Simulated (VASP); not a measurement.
# AlCu3 (P6_3/mmc) in VASP: a series of runs

The runs below take AlCu3 through single point, relaxation of cell and atoms, with PBEsol.

Everything below comes from runs of VASP 6.6.1. Logs are shortened: lines on timing, memory, paths and dates and some standing lists are left out, and cuts for length are marked.

## Step 1: The cell of the first run

Symmetry: P6_3/mmc, No. 194, hexagonal system. The conventional cell has a = 5.152 Å, b = 5.152 Å, c = 4.188 Å, α = 90.00°, β = 90.00°, γ = 120.00°. Al (site symmetry -6m2) has 12 Cu at 2.58 Å within 3.4 Å. Cu (site symmetry mm2) has 8 Cu at 2.55 to 2.60 Å and 4 Al at 2.58 Å within 3.4 Å.

## Step 2: Single point, PBEsol

Contents of INCAR:

```
  PREC = Accurate
  ENCUT = 520
  EDIFF = 1E-6
  ISMEAR = 0
  SIGMA = 0.1
  LREAL = False
  LASPH = True
  NELM = 60
  ALGO = Fast
  ISIF = 2
  LWAVE = False
  LCHARG = True
  GGA = PS
  LELF = True
  LVHAR = True
  NBANDS = 46
```

Contents of KPOINTS:

```
regular mesh
0
Gamma
  12 12 8
```

Contents of POSCAR:

```
AlCu3
1.0
    5.1523535438      0.0000000000      0.0000000000
   -2.5761767719      4.4620690582      0.0000000000
    0.0000000000      0.0000000000      4.1881809443
Al Cu
2 6
Direct
    0.6666666667      0.3333333333      0.2500000000
    0.3333333333      0.6666666667      0.7500000000
    0.3305728237      0.1652864119      0.7500000000
    0.8347135881      0.1652864119      0.7500000000
    0.8347135881      0.6694271763      0.7500000000
    0.6694271763      0.8347135881      0.2500000000
    0.1652864119      0.8347135881      0.2500000000
    0.1652864119      0.3305728237      0.2500000000
```

Potentials or basis: VASP PAW PBE potentials, release 64 (Al, Cu).

Command:

```console
$ cat potpaw_PBE.64/Al/POTCAR potpaw_PBE.64/Cu/POTCAR > POTCAR
$ mpirun -np 1 vasp_std > vasp.out
```

OUTCAR:

```text
PREC = Accurate
   ENCUT = 520
   EDIFF = 1E-6
   ISMEAR = 0
   LREAL = False
   LASPH = True
   NELM = 60
   ISIF = 2
   GGA = PS

 ion  position               nearest neighbor table
   1  0.667  0.333  0.250-   4 2.58   4 2.58   5 2.58   5 2.58   3 2.58   3 2.58   7 2.58   6 2.58
                             6 2.58   7 2.58   8 2.58   8 2.58
   2  0.333  0.667  0.750-   7 2.58   7 2.58   8 2.58   8 2.58   6 2.58   6 2.58   4 2.58   3 2.58
                             3 2.58   4 2.58   5 2.58   5 2.58
   3  0.331  0.165  0.750-   5 2.55   4 2.55   8 2.56   8 2.56   7 2.56   7 2.56   1 2.58   1 2.58
                             2 2.58   2 2.58   5 2.60   4 2.60
   4  0.835  0.165  0.750-   5 2.55   3 2.55   6 2.56   6 2.56   8 2.56   8 2.56   1 2.58   1 2.58
                             2 2.58   2 2.58   5 2.60   3 2.60
   5  0.835  0.669  0.750-   3 2.55   4 2.55   6 2.56   6 2.56   7 2.56   7 2.56   1 2.58   1 2.58
                             2 2.58   2 2.58   4 2.60   3 2.60
   6  0.669  0.835  0.250-   8 2.55   7 2.55   5 2.56   5 2.56   4 2.56   4 2.56   2 2.58   2 2.58
                             1 2.58   1 2.58   8 2.60   7 2.60
   7  0.165  0.835  0.250-   8 2.55   6 2.55   3 2.56   3 2.56   5 2.56   5 2.56   2 2.58   2 2.58
                             1 2.58   1 2.58   8 2.60   6 2.60
   8  0.165  0.331  0.250-   6 2.55   7 2.55   3 2.56   3 2.56   4 2.56   4 2.56   2 2.58   2 2.58
                             1 2.58   1 2.58   7 2.60   6 2.60

  LATTYP: Found a hexagonal cell.
 ALAT       =     5.1523535438
 C/A-ratio  =     0.8128675388

  Lattice vectors:

 A1 = (   5.1523535438,   0.0000000000,   0.0000000000)
 A2 = (  -2.5761767719,   4.4620690582,   0.0000000000)
 A3 = (   0.0000000000,   0.0000000000,   4.1881809443)

Analysis of symmetry for initial positions (statically):
=====================================================================
 Subroutine PRICEL returns:
 Original cell was already a primitive cell.

 Routine SETGRP: Setting up the symmetry group for a
 hexagonal supercell.

 Subroutine GETGRP returns: Found 24 space group operations
 (whereof 12 operations were pure point group operations)
 out of a pool of 24 trial point group operations.

The static configuration has the point symmetry D_3d.
 The point group associated with its full space group is D_6h.

Analysis of symmetry for dynamics (positions and initial velocities):
=====================================================================
 Subroutine PRICEL returns:
 Original cell was already a primitive cell.

 Routine SETGRP: Setting up the symmetry group for a
 hexagonal supercell.

 Subroutine GETGRP returns: Found 24 space group operations
 (whereof 12 operations were pure point group operations)
 out of a pool of 24 trial point group operations.

The dynamic configuration has the point symmetry D_3d.
 The point group associated with its full space group is D_6h.

 Subroutine INISYM returns: Found 24 space group operations
 (whereof 12 operations are pure point group operations),
 and found     1 'primitive' translations

----------------------------------------------------------------------------------------

                                     Primitive cell

  volume of cell :      96.2869

  direct lattice vectors                    reciprocal lattice vectors
     5.152353544  0.000000000  0.000000000     0.194086060  0.112055639  0.000000000
    -2.576176772  4.462069058  0.000000000     0.000000000  0.224111278  0.000000000
     0.000000000  0.000000000  4.188180944     0.000000000  0.000000000  0.238767143

  length of vectors
     5.152353544  5.152353544  4.188180944     0.224111278  0.224111278  0.238767143

  position of ions in fractional coordinates (direct lattice)
     0.666666667  0.333333333  0.250000000
     0.333333333  0.666666667  0.750000000
     0.330572824  0.165286412  0.750000000
     0.834713588  0.165286412  0.750000000
     0.834713588  0.669427176  0.750000000
     0.669427176  0.834713588  0.250000000
     0.165286412  0.834713588  0.250000000
     0.165286412  0.330572824  0.250000000

  ion indices of the primitive-cell ions
   primitive index   ion index
                 1           1
                 2           2
                 3           3
                 4           4
                 5           5
                 6           6
                 7           7
                 8           8

----------------------------------------------------------------------------------------

 KPOINTS: regular mesh

Automatic generation of k-mesh.
 Grid dimensions read from file:
 generate k-points for:   12   12    8

 Generating k-lattice:

  Cartesian coordinates                     Fractional coordinates (reciprocal lattice)
     0.016173838  0.009337970  0.000000000     0.083333333  0.000000000  0.000000000
     0.000000000  0.018675940  0.000000000     0.000000000  0.083333333  0.000000000
     0.000000000  0.000000000  0.029845893     0.000000000  0.000000000  0.125000000

  Length of vectors
     0.018675940  0.018675940  0.029845893

  Shift w.r.t. Gamma in fractional coordinates (k-lattice)
     0.000000000  0.000000000  0.000000000

 Subroutine IBZKPT returns following result:
 ===========================================

 Found     95 irreducible k-points:

 Following reciprocal coordinates:
            Coordinates               Weight
  0.000000  0.000000  0.000000      1.000000
  0.083333 -0.000000  0.000000      6.000000
  0.166667 -0.000000  0.000000      6.000000
  0.250000  0.000000  0.000000      6.000000
  0.333333  0.000000  0.000000      6.000000
  0.416667  0.000000  0.000000      6.000000
[... 16 lines left out ...]
  0.250000  0.000000  0.125000     12.000000
  0.333333  0.000000  0.125000     12.000000
 [... further k-points ...]
   k-points           NKPTS =     95   k-points in BZ     NKDIM =     95   number of bands    NBANDS=     46
   number of dos      NEDOS =    301   number of ions     NIONS =      8
   total plane-waves  NPLWV =  51200
   dimension x,y,z NGX =    40 NGY =   40 NGZ =   32
   dimension x,y,z NGXF=    80 NGYF=   80 NGZF=   64
   ions per type =               2   6
   NGX,Y,Z   is equivalent  to a cutoff of  12.91, 12.91, 12.70 a.u.
   NGXF,Y,Z  is equivalent  to a cutoff of  25.81, 25.81, 25.40 a.u.
 SYSTEM =  unknown system
   PREC   = accura    normal or accurate (medium, high low for compatibility)
   ISTART =      0    job   : 0-new  1-cont  2-samecut
   ICHARG =      2    charge: 1-file 2-atom 10-const
   ISPIN  =      1    spin polarized calculation?
   LNONCOLLINEAR =      F non collinear calculations
   LSORBIT =      F    spin-orbit coupling
   LASPH  =      T    aspherical Exc in radial PAW
   ENCUT  =  520.0 eV  38.22 Ry    6.18 a.u.   9.58  9.58  7.79*2*pi/ulx,y,z
   NELM   =     60;   NELMIN=  2; NELMDL= -5     # of ELM steps
   EDIFF  = 0.1E-05   stopping-criterion for ELM
   LREAL  =      F    real-space projection
   EDIFFG = 0.1E-04   stopping-criterion for IOM
   NSW    =      0    number of steps for IOM
   IBRION =     -1    ionic relax: 0-MD 1-quasi-New 2-CG
   NFREE  =      0    steps in history (QN), initial steepest desc. (CG)
   ISIF   =      2    stress and relaxation
   ISYM   =      2    0-nonsym 1-usesym 2-fastsym
   POTIM  = 0.5000    time-step for ionic-motion
   TEBEG  =    0.0;   TEEND  =   0.0 temperature during run
   PSTRESS=    0.0 pullay stress
   NELECT =      72.0000    total number of electrons
   NUPDOWN=      -1.0000    fix difference up-down
   EMIN   =  10.00;   EMAX   =-10.00  energy-range for DOS
   EFERMI =   0.00;   METHOD = LEGACY
   ISMEAR =     0;   SIGMA  =   0.10  broadening in eV -4-tet -1-fermi 0-gaus
   EFERMI_NEDOS =   21; number of points for ismear=-14 and -15
   IALGO  =     68    algorithm
   IMIX   =      4    mixing-type and parameters
     AMIX     =   0.40;   BMIX     =  1.00
     AMIX_MAG =   1.60;   BMIX_MAG =  1.00
  volume/ion in A,a.u.               =      12.04        81.22
  Fermi-wavevector in a.u.,A,eV,Ry     =   1.485924  2.807989 30.041249  2.207970
  Thomas-Fermi vector in A             =   2.599275
   LORBIT       =      0    0 simple, 1 ext, 2 COOP (PROOUT), +10 PAW based schemes
   GGA     = PS    functional components
   LHFCALC =     F    Hartree Fock is set to
   AEXX    =    0.0000 exact exchange contribution
   IVDW    =     0    specifies the selected vdW correction
   LEPSILON=     F    determine dielectric tensor
   LRPA    =     F    only Hartree local field effects (RPA)
 non-spin polarized calculation
 RMM-DIIS sequential band-by-band and
 Gauss-broadening in eV      SIGMA  =   0.10
  energy-cutoff  :      520.00
  volume of cell :       96.29
 maximum number of plane-waves:      2643
 NGX is ok and might be reduce to    40
   NGX = 19   NGY = 19   NGZ = 15

 number of electron      72.0000032 magnetization

 Free energy of the ion-electron system (eV)
  ---------------------------------------------------
  ext. energy  EPLUGINS =         0.00000000
  ---------------------------------------------------
  free energy    TOTEN  =       -35.62324536 eV

  energy without entropy =      -35.60732435  energy(sigma->0) =      -35.61528485

 E-fermi :   8.5843     XC(G=0): -12.4757

 val. band max:        8.5833803108   @ k =   0.2500   0.1667   0.3750
 cond. band min:       8.5858988788   @ k =   0.1667   0.1667   0.2500
 fundamental gap:      0.0025185680
 Fermi energy:         8.5843210307

 k-point     1 :       0.0000    0.0000    0.0000
  band No.  band energies     occupation
      1      -2.1110      2.00000
      2       2.2860      2.00000
      3       3.4165      2.00000
      4       3.4166      2.00000
      5       3.5089      2.00000
      6       3.5812      2.00000
[... 38 lines left out ...]
     45      15.4222      0.00000
     46      15.7343      0.00000

 k-point     2 :       0.0833   -0.0000    0.0000
  band No.  band energies     occupation
      1      -2.0575      2.00000
      2       2.2624      2.00000
      3       3.2297      2.00000
      4       3.3260      2.00000
      5       3.5097      2.00000
      6       3.5946      2.00000
[... 38 lines left out ...]
     45      15.1814      0.00000
     46      16.0499      0.00000

 k-point     3 :       0.1667   -0.0000    0.0000
  band No.  band energies     occupation
      1      -1.8977      2.00000
      2       2.1128      2.00000
      3       2.9033      2.00000
      4       3.1400      2.00000
      5       3.5415      2.00000
      6       3.6343      2.00000
[... 38 lines left out ...]
     45      14.7952      0.00000
     46      16.7245      0.00000

 k-point     4 :       0.2500    0.0000    0.0000
  band No.  band energies     occupation
      1      -1.6341      2.00000
      2       1.6688      2.00000
      3       2.7539      2.00000
      4       2.9481      2.00000
      5       3.6004      2.00000
      6       3.6974      2.00000
[... 920 lines left out ...]
     45      15.1069      0.00000
     46      16.5273      0.00000

 k-point    23 :       0.2500    0.0000    0.1250
  band No.  band energies     occupation
      1      -1.4995      2.00000
      2       1.7427      2.00000
      3       2.7164      2.00000
      4       3.0202      2.00000
      5       3.4796      2.00000
      6       3.7588      2.00000
[... 38 lines left out ...]
     45      15.1303      0.00000
     46      15.9154      0.00000

 k-point    24 :       0.3333    0.0000    0.1250
  band No.  band energies     occupation
      1      -1.1395      2.00000
      2       1.1484      2.00000
      3       2.7306      2.00000
      4       2.8742      2.00000
      5       3.5407      2.00000
      6       3.8324      2.00000
[... 38 lines left out ...]
     45      15.1399      0.00000
     46      15.4315      0.00000

 [... further k-points ...]

------------------------ aborting loop because EDIFF is reached ----------------------------------------

  FORCE on cell =-STRESS in cart. coord.  units (eV):
  Direction    XX          YY          ZZ          XY          YZ          ZX
  --------------------------------------------------------------------------------------
  -------------------------------------------------------------------------------------
  Total       -0.3313083     -0.3313083     -0.3112399      0.0000000     -0.0000000      0.0000000
  in kB       -5.5128415     -5.5128415     -5.1789105      0.0000000     -0.0000000      0.0000000
  external PRESSURE =      -5.4015312 kB  Pullay stress =       0.0000000 kB

 VOLUME and BASIS-vectors are now :
 -----------------------------------------------------------------------------
  energy-cutoff  :      520.00
  volume of cell :       96.29
      direct lattice vectors                 reciprocal lattice vectors
     5.152353544  0.000000000  0.000000000     0.194086060  0.112055639  0.000000000
    -2.576176772  4.462069058  0.000000000     0.000000000  0.224111278  0.000000000
     0.000000000  0.000000000  4.188180944     0.000000000  0.000000000  0.238767143

 POSITION                                       TOTAL-FORCE (eV/Angst)
 -----------------------------------------------------------------------------------
      2.57618      1.48736      1.04705        -0.000000      0.000000      0.000000
     -0.00000      2.97471      3.14114        -0.000000      0.000000      0.000000
      1.27742      0.73752      3.14114         0.001235      0.000713      0.000000
      3.87493      0.73752      3.14114        -0.001235      0.000713      0.000000
      2.57618      2.98703      3.14114        -0.000000     -0.001426     -0.000000
      1.29876      3.72455      1.04705        -0.001235     -0.000713     -0.000000
     -1.29876      3.72455      1.04705         0.001235     -0.000713      0.000000
      0.00000      1.47504      1.04705        -0.000000      0.001426      0.000000
 -----------------------------------------------------------------------------------
    total drift:                               -0.000000      0.000000      0.000000

  FREE ENERGIE OF THE ION-ELECTRON SYSTEM (eV)
  ---------------------------------------------------
  free  energy   TOTEN  =       -35.6232453577 eV

  energy  without entropy=      -35.6073243467  energy(sigma->0) =      -35.61528485
```

It took 8.4 min on 1 thread of Intel Xeon 8259CL, shared host; peak memory 0.44 GiB.

Results:

- Free energy: -35.6232 eV
- Pressure: -0.5 GPa
- Band gap on the k mesh: zero (bands 36 and 37 overlap by 2.57 eV)

Caveat: the PAW data sets were made with another functional, which shifts forces and pressure a little.

## Step 3: Single point, PBEsol (12.20 Å³/atom)

This run uses another cell than the first one, of 12.20 Å³/atom.

Contents of INCAR:

```
SYSTEM = AlCu3
PREC = Accurate
ENCUT = 520
EDIFF = 1E-7
ISMEAR = -1
SIGMA = 0.15
LREAL = .FALSE.
LASPH = .TRUE.
NELM = 60
ALGO = Fast
ISIF = 2
LWAVE = .FALSE.
LCHARG = .FALSE.
GGA = PS
NBANDS = 46
```

Contents of KPOINTS:

```
Automatic mesh
0
G
  12 12 8
  0 0 0
```

Contents of POSCAR:

```
AlCu3
1.0
    5.1795036385      0.0000000000      0.0000000000
   -2.5897518193      4.4855817300      0.0000000000
    0.0000000000      0.0000000000      4.2024394026
Al Cu
2 6
Direct
    0.6666666667      0.3333333333      0.2500000000
    0.3333333333      0.6666666667      0.7500000000
    0.3304351327      0.1652175664      0.7500000000
    0.8347824336      0.1652175664      0.7500000000
    0.8347824336      0.6695648673      0.7500000000
    0.6695648673      0.8347824336      0.2500000000
    0.1652175664      0.8347824336      0.2500000000
    0.1652175664      0.3304351327      0.2500000000
```

Potentials or basis: VASP PAW PBE potentials, release 64 (Al, Cu).

Command:

```console
$ cat potpaw_PBE.64/Al/POTCAR potpaw_PBE.64/Cu/POTCAR > POTCAR
$ mpirun -np 1 vasp_std > vasp.out
```

It took 17 min on 1 thread of Intel Xeon 8259CL, shared host; peak memory 0.44 GiB.

The run converged. Its results:

| Property | Result |
| --- | --- |
| Free energy | -35.7027 eV |
| Pressure | -2.2 GPa |
| Band gap on the k mesh | zero (bands 36 and 37 overlap by 2.54 eV) |

Forces in eV/Å, atoms in the order of the input:
```
Al   0.000  0.000  0.000
Al   0.000  0.000  0.000
Cu   0.002  0.001  0.000
Cu  -0.002  0.001  0.000
Cu   0.000 -0.002  0.000
Cu  -0.002 -0.001  0.000
Cu   0.002 -0.001  0.000
Cu   0.000  0.002  0.000
```

Levels at points of the mesh, in eV from the Fermi level:
| k point | band 33 | band 34 | band 35 | band 36 | band 37 | band 38 | band 39 | band 40 |
| --- | --- | --- | --- | --- | --- | --- | --- | --- |
| (0.00, 0.00, 0.00) | -1.76 | -1.32 | -1.32 | -0.78 | -0.07 | -0.07 | 1.56 | 4.71 |
| (0.50, 0.00, 0.00) | -2.24 | -1.29 | 0.61 | 1.03 | 1.83 | 2.54 | 3.25 | 3.62 |
| (0.00, 0.00, 0.50) | -1.26 | -1.26 | -1.26 | -1.26 | -0.82 | -0.82 | 2.52 | 2.52 |
| (0.50, 0.00, 0.50) | -2.29 | -2.29 | -0.90 | -0.90 | -0.66 | -0.66 | 5.28 | 5.28 |

Caveat: the PAW data sets were made with another functional, which shifts forces and pressure a little.

[end of part 1 of 3]
